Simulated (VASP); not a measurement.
# Co (P6_3/mmc) in VASP: notebook

Co is run at these levels: PBE; tasks: single point.

All numbers are computed with VASP 6.6.1; they aren't measurements. Logs are shortened: lines on timing, memory, paths and dates and some standing lists are left out, and cuts for length are marked.

### 1 The cell of the first run

Symmetry: P6_3/mmc, No. 194, hexagonal system. The conventional cell has a = 2.471 Å, b = 2.471 Å, c = 8.088 Å, α = 90.00°, β = 90.00°, γ = 120.00°. Co (site symmetry -3m) has 12 Co at 2.47 Å within 3.3 Å. Co (site symmetry -6m2) has 12 Co at 2.47 Å within 3.3 Å.

### 2 Single point, PBE, collinear spin, ferromagnetic start

INCAR

```
  ALGO = Normal
  EDIFF = 1E-6
  ENCUT = 520
  GGA = PE
  ISIF = 2
  ISMEAR = -1
  ISPIN = 2
  LASPH = T
  LCHARG = F
  LMAXMIX = 4
  LORBIT = 11
  LREAL = F
  LWAVE = F
  MAGMOM = 3.2 3.2 3.2 3.2
  NBANDS = 30
  NELM = 150
  PREC = Accurate
  SIGMA = 0.05
```

KPOINTS

```
k-points
0
Gamma
  12 12 3
```

POSCAR

```
Co
1.0
    2.4705620000      0.0000000000      0.0000000000
   -1.2352810000      2.1395694536      0.0000000000
    0.0000000000      0.0000000000      8.0882340000
Co
4
Direct
    0.0000000000      0.0000000000      0.0000000000
    0.3333333333      0.6666666667      0.2500000000
    0.0000000000      0.0000000000      0.5000000000
    0.6666666667      0.3333333333      0.7500000000
```

Potentials or basis: VASP PAW PBE potentials, release 64 (Co).

On the command line:

```bash
cat potpaw_PBE.64/Co/POTCAR > POTCAR
mpirun -np 1 vasp_std > vasp.out
```

OUTCAR:

```text
EDIFF = 1E-6
   ENCUT = 520
   GGA = PE
   ISIF = 2
   ISMEAR = -1
   ISPIN = 2
   LASPH = T
   LORBIT = 11
   LREAL = F
   NELM = 150
   PREC = Accurate

 ion  position               nearest neighbor table
   1  0.000  0.000  0.000-   2 2.47   4 2.47   2 2.47   4 2.47   4 2.47   2 2.47
   2  0.333  0.667  0.250-   1 2.47   3 2.47   1 2.47   3 2.47   1 2.47   3 2.47
   3  0.000  0.000  0.500-   2 2.47   4 2.47   2 2.47   4 2.47   4 2.47   2 2.47
   4  0.667  0.333  0.750-   1 2.47   3 2.47   1 2.47   3 2.47   1 2.47   3 2.47

  LATTYP: Found a hexagonal cell.
 ALAT       =     2.4705620000
 C/A-ratio  =     3.2738437651

  Lattice vectors:

 A1 = (   2.4705620000,   0.0000000000,   0.0000000000)
 A2 = (  -1.2352810000,   2.1395694536,   0.0000000000)
 A3 = (   0.0000000000,   0.0000000000,   8.0882340000)

Analysis of symmetry for initial positions (statically):
=====================================================================
 Subroutine PRICEL returns:
 Original cell was already a primitive cell.

 Routine SETGRP: Setting up the symmetry group for a
 hexagonal supercell.

 Subroutine GETGRP returns: Found 24 space group operations
 (whereof 12 operations were pure point group operations)
 out of a pool of 24 trial point group operations.

The static configuration has the point symmetry D_3d.
 The point group associated with its full space group is D_6h.

Analysis of symmetry for dynamics (positions and initial velocities):
=====================================================================
 Subroutine PRICEL returns:
 Original cell was already a primitive cell.

 Routine SETGRP: Setting up the symmetry group for a
 hexagonal supercell.

 Subroutine GETGRP returns: Found 24 space group operations
 (whereof 12 operations were pure point group operations)
 out of a pool of 24 trial point group operations.

The dynamic configuration has the point symmetry D_3d.
 The point group associated with its full space group is D_6h.

Analysis of structural, dynamic, and magnetic symmetry:
=====================================================================
 Subroutine PRICEL returns:
 Original cell was already a primitive cell.

 Routine SETGRP: Setting up the symmetry group for a
 hexagonal supercell.

 Subroutine GETGRP returns: Found 24 space group operations
 (whereof 12 operations were pure point group operations)
 out of a pool of 24 trial point group operations.

The overall configuration has the point symmetry D_3d.
 The point group associated with its full space group is D_6h.

 Subroutine INISYM returns: Found 24 space group operations
 (whereof 12 operations are pure point group operations),
 and found     1 'primitive' translations

----------------------------------------------------------------------------------------

                                     Primitive cell

  volume of cell :      42.7539

  direct lattice vectors                    reciprocal lattice vectors
     2.470562000  0.000000000  0.000000000     0.404766203  0.233691876  0.000000000
    -1.235281000  2.139569454  0.000000000     0.000000000  0.467383753  0.000000000
     0.000000000  0.000000000  8.088234000     0.000000000  0.000000000  0.123636383

  length of vectors
     2.470562000  2.470562000  8.088234000     0.467383753  0.467383753  0.123636383

  position of ions in fractional coordinates (direct lattice)
     0.000000000  0.000000000  0.000000000
     0.333333333  0.666666667  0.250000000
     0.000000000  0.000000000  0.500000000
     0.666666667  0.333333333  0.750000000

  ion indices of the primitive-cell ions
   primitive index   ion index
                 1           1
                 2           2
                 3           3
                 4           4

----------------------------------------------------------------------------------------

 KPOINTS: k-points

Automatic generation of k-mesh.
 Grid dimensions read from file:
 generate k-points for:   12   12    3

 Generating k-lattice:

  Cartesian coordinates                     Fractional coordinates (reciprocal lattice)
     0.033730517  0.019474323  0.000000000     0.083333333  0.000000000  0.000000000
     0.000000000  0.038948646  0.000000000     0.000000000  0.083333333  0.000000000
     0.000000000  0.000000000  0.041212128     0.000000000  0.000000000  0.333333333

  Length of vectors
     0.038948646  0.038948646  0.041212128

  Shift w.r.t. Gamma in fractional coordinates (k-lattice)
     0.000000000  0.000000000  0.000000000

 Subroutine IBZKPT returns following result:
 ===========================================

 Found     38 irreducible k-points:

 Following reciprocal coordinates:
            Coordinates               Weight
  0.000000  0.000000  0.000000      1.000000
  0.083333  0.000000  0.000000      6.000000
  0.166667  0.000000  0.000000      6.000000
  0.250000  0.000000  0.000000      6.000000
  0.333333  0.000000  0.000000      6.000000
  0.416667  0.000000  0.000000      6.000000
[... 16 lines left out ...]
  0.250000  0.000000  0.333333     12.000000
  0.333333  0.000000  0.333333     12.000000
 [... further k-points ...]
   k-points           NKPTS =     38   k-points in BZ     NKDIM =     38   number of bands    NBANDS=     30
   number of dos      NEDOS =    301   number of ions     NIONS =      4
   total plane-waves  NPLWV =  19440
   dimension x,y,z NGX =    18 NGY =   18 NGZ =   60
   dimension x,y,z NGXF=    36 NGYF=   36 NGZF=  120
   ions per type =               4
   NGX,Y,Z   is equivalent  to a cutoff of  12.11, 12.11, 12.33 a.u.
   NGXF,Y,Z  is equivalent  to a cutoff of  24.22, 24.22, 24.66 a.u.
 SYSTEM =  unknown system
   PREC   = accura    normal or accurate (medium, high low for compatibility)
   ISTART =      0    job   : 0-new  1-cont  2-samecut
   ICHARG =      2    charge: 1-file 2-atom 10-const
   ISPIN  =      2    spin polarized calculation?
   LNONCOLLINEAR =      F non collinear calculations
   LSORBIT =      F    spin-orbit coupling
   LASPH  =      T    aspherical Exc in radial PAW
   ENCUT  =  520.0 eV  38.22 Ry    6.18 a.u.   4.59  4.59 15.04*2*pi/ulx,y,z
   NELM   =    150;   NELMIN=  2; NELMDL= -5     # of ELM steps
   EDIFF  = 0.1E-05   stopping-criterion for ELM
   LREAL  =      F    real-space projection
   EDIFFG = 0.1E-04   stopping-criterion for IOM
   NSW    =      0    number of steps for IOM
   IBRION =     -1    ionic relax: 0-MD 1-quasi-New 2-CG
   NFREE  =      0    steps in history (QN), initial steepest desc. (CG)
   ISIF   =      2    stress and relaxation
   ISYM   =      2    0-nonsym 1-usesym 2-fastsym
   POTIM  = 0.5000    time-step for ionic-motion
   TEBEG  =    0.0;   TEEND  =   0.0 temperature during run
   PSTRESS=    0.0 pullay stress
   NELECT =      36.0000    total number of electrons
   NUPDOWN=      -1.0000    fix difference up-down
   EMIN   =  10.00;   EMAX   =-10.00  energy-range for DOS
   EFERMI =   0.00;   METHOD = LEGACY
   ISMEAR =    -1;   SIGMA  =   0.05  broadening in eV -4-tet -1-fermi 0-gaus
   EFERMI_NEDOS =   21; number of points for ismear=-14 and -15
   IALGO  =     38    algorithm
   IMIX   =      4    mixing-type and parameters
     AMIX     =   0.40;   BMIX     =  1.00
     AMIX_MAG =   1.60;   BMIX_MAG =  1.00
  volume/ion in A,a.u.               =      10.69        72.13
  Fermi-wavevector in a.u.,A,eV,Ry     =   1.545908  2.921343 32.515642  2.389832
  Thomas-Fermi vector in A             =   2.651220
   LORBIT       =     11    0 simple, 1 ext, 2 COOP (PROOUT), +10 PAW based schemes
   GGA     = PE    functional components
   LHFCALC =     F    Hartree Fock is set to
   AEXX    =    0.0000 exact exchange contribution
   IVDW    =     0    specifies the selected vdW correction
   LEPSILON=     F    determine dielectric tensor
   LRPA    =     F    only Hartree local field effects (RPA)
 spin polarized calculation
  energy-cutoff  :      520.00
  volume of cell :       42.75
 maximum number of plane-waves:      1170
   NGX =  9   NGY =  9   NGZ = 31

 number of electron      36.0000000 magnetization      12.8000000

 number of electron      35.9999991 magnetization       6.6354080

 Free energy of the ion-electron system (eV)
  ---------------------------------------------------
  ext. energy  EPLUGINS =         0.00000000
  ---------------------------------------------------
  free energy    TOTEN  =       -28.11166125 eV

  energy without entropy =      -28.07394037  energy(sigma->0) =      -28.09280081

 E-fermi :  10.5210     XC(G=0): -13.4935

 val. band max:       10.5206029684   @ k =   0.2500   0.0833   0.0000
 cond. band min:      10.5257230754   @ k =   0.1667   0.0833   0.0000
 fundamental gap:      0.0051201070
 Fermi energy:        10.5210322937

 spin component 1

 k-point     1 :       0.0000    0.0000    0.0000
  band No.  band energies     occupation
      1       1.4614      1.00000
      2       3.6766      1.00000
      3       3.7016      1.00000
      4       5.2522      1.00000
      5       7.4462      1.00000
      6       7.4820      1.00000
[... 22 lines left out ...]
     29      33.0928      0.00000
     30      34.0281      0.00000

 k-point     2 :       0.0833    0.0000    0.0000
  band No.  band energies     occupation
      1       1.7095      1.00000
      2       3.8887      1.00000
      3       3.9133      1.00000
      4       5.4083      1.00000
      5       7.2908      1.00000
      6       7.3823      1.00000
[... 22 lines left out ...]
     29      32.1086      0.00000
     30      32.2080      0.00000

 k-point     3 :       0.1667    0.0000    0.0000
  band No.  band energies     occupation
      1       2.4265      1.00000
      2       4.4560      1.00000
      3       4.4801      1.00000
      4       5.8012      1.00000
      5       7.0192      1.00000
      6       7.1692      1.00000
[... 682 lines left out ...]
     29      27.0087      0.00000
     30      28.8133      0.00000

 k-point    24 :       0.3333    0.0000    0.3333
  band No.  band energies     occupation
      1       4.7685      1.00000
      2       5.0354      1.00000
      3       5.7252      1.00000
      4       6.0608      1.00000
      5       6.3147      1.00000
      6       6.4359      1.00000
[... 22 lines left out ...]
     29      24.6399      0.00000
     30      25.6706      0.00000

 [... further k-points ...]

 spin component 2

 k-point     1 :       0.0000    0.0000    0.0000
  band No.  band energies     occupation
      1       1.4838      1.00000
      2       3.7828      1.00000
      3       3.7857      1.00000
      4       6.1928      1.00000
      5       8.8036      1.00000
      6       8.8687      1.00000
[... 22 lines left out ...]
     29      32.8061      0.00000
     30      33.7746      0.00000

 k-point     2 :       0.0833    0.0000    0.0000
  band No.  band energies     occupation
      1       1.7329      1.00000
      2       4.0005      1.00000
      3       4.0033      1.00000
      4       6.3692      1.00000
      5       8.6770      1.00000
      6       8.8096      1.00000
[... 22 lines left out ...]
     29      32.0320      0.00000
     30      32.2093      0.00000

 k-point     3 :       0.1667    0.0000    0.0000
  band No.  band energies     occupation
      1       2.4573      1.00000
      2       4.6069      1.00000
      3       4.6096      1.00000
      4       6.8282      1.00000
      5       8.4185      1.00000
      6       8.5783      1.00000
[... 682 lines left out ...]
     29      27.3857      0.00000
     30      29.1206      0.00000

 k-point    24 :       0.3333    0.0000    0.3333
  band No.  band energies     occupation
      1       5.0624      1.00000
      2       5.4996      1.00000
      3       6.7072      1.00000
      4       7.2049      1.00000
      5       7.5781      1.00000
      6       7.7565      1.00000
[... 22 lines left out ...]
     29      25.0868      0.00000
     30      26.1150      0.00000

 [... further k-points ...]
[... 5 lines left out ...]
  --------------------------------------------------------------------------------------
  -------------------------------------------------------------------------------------
  Total        1.3733421      1.3733421      0.4470296     -0.0000000      0.0000000      0.0000000
  in kB       51.4651753     51.4651753     16.7521681     -0.0000000      0.0000000      0.0000000
  external PRESSURE =      39.8941729 kB  Pullay stress =       0.0000000 kB

 VOLUME and BASIS-vectors are now :
 -----------------------------------------------------------------------------
  energy-cutoff  :      520.00
  volume of cell :       42.75
      direct lattice vectors                 reciprocal lattice vectors
     2.470562000  0.000000000  0.000000000     0.404766203  0.233691876  0.000000000
    -1.235281000  2.139569454  0.000000000     0.000000000  0.467383753  0.000000000
     0.000000000  0.000000000  8.088234000     0.000000000  0.000000000  0.123636383

 POSITION                                       TOTAL-FORCE (eV/Angst)
 -----------------------------------------------------------------------------------
      0.00000      0.00000      0.00000         0.000000      0.000000      0.000000
     -0.00000      1.42638      2.02206        -0.000000      0.000000      0.000000
      0.00000      0.00000      4.04412         0.000000      0.000000      0.000000
      1.23528      0.71319      6.06618         0.000000     -0.000000     -0.000000
 -----------------------------------------------------------------------------------
    total drift:                                0.000000     -0.000000      0.000000

  FREE ENERGIE OF THE ION-ELECTRON SYSTEM (eV)
  ---------------------------------------------------
  free  energy   TOTEN  =       -28.1116612484 eV

  energy  without entropy=      -28.0739403684  energy(sigma->0) =      -28.09280081

 total charge

# of ion       s       p       d       tot
------------------------------------------
    1        0.498   0.536   7.269   8.304
    2        0.497   0.540   7.261   8.298
    3        0.498   0.536   7.269   8.304
    4        0.497   0.540   7.261   8.298
--------------------------------------------------
tot          1.991   2.152  29.061  33.204

 magnetization (x)

# of ion       s       p       d       tot
------------------------------------------
    1       -0.012  -0.048   1.724   1.663
    2       -0.012  -0.051   1.746   1.683
    3       -0.012  -0.048   1.724   1.663
    4       -0.012  -0.051   1.746   1.683
--------------------------------------------------
tot         -0.049  -0.198   6.939   6.692
```

It took 42 s on 1 thread of AMD EPYC 9R45 (Zen 5), shared host; peak memory 0.17 GiB.

Results:

| Property | Result |
| --- | --- |
| Free energy | -28.1117 eV |
| Pressure | 4.0 GPa |
| Net moment | 6.64 μB per cell |
| Site moments | Co +1.66, +1.68 μB |
| Valence electrons inside the program's atomic spheres | Co 8.30 |

(Part 1 of 2 ends here.)
